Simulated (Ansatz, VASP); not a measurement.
**Y2Lu3F: VASP beside Ansatz**

```
CELL_PARAMETERS angstrom
6.01963 0.00000 0.00000
-3.00982 5.21315 0.00000
0.00000 0.00000 3.99636
ATOMIC_POSITIONS crystal
Y 0.66667 0.33333 0.00000
Y 0.33333 0.66667 0.00000
Lu 0.00000 0.50000 0.50000
Lu 0.50000 0.50000 0.50000
Lu 0.50000 0.00000 0.50000
F 0.00000 0.00000 0.00000
```

Change from the starting cell: species swapped into the LaGa2Rh3 type (P6/mmm, No. 191).

Alike in both runs: task relaxation of cell and atoms; functional PBE; k mesh 3 × 3 × 4; occupations gaussian, width 0.1 eV; no spin polarisation.

```csv
,VASP,Ansatz
version,VASP 6.6.1,Ansatz 0.2.0
potentials or method,"VASP PAW PBE potentials, release 64 (Y_sv, Lu, F), cutoff 600 eV","scalar-relativistic, plane waves, PAW"
valence electrons in the cell,104,104
```

```tsv
	VASP	Ansatz	Ansatz less VASP
gap on the k mesh at the Fermi level, each at its own relaxed structure (eV)	none	none	-
relaxed volume (Å³/atom)	32.58	33.55	+0.966
relaxed length of the cell vector where the two differ most in proportion (Å)	5.746	5.992	+0.2455
```

A gap of «none» marks a metal or a gap that the smearing closes.

The k mesh is coarse, so the values compare programs but aren't converged. Spin-orbit coupling is off throughout. Noted on VASP's run: the volume moved by over 15 % at a fixed basis, so the end points are rough.
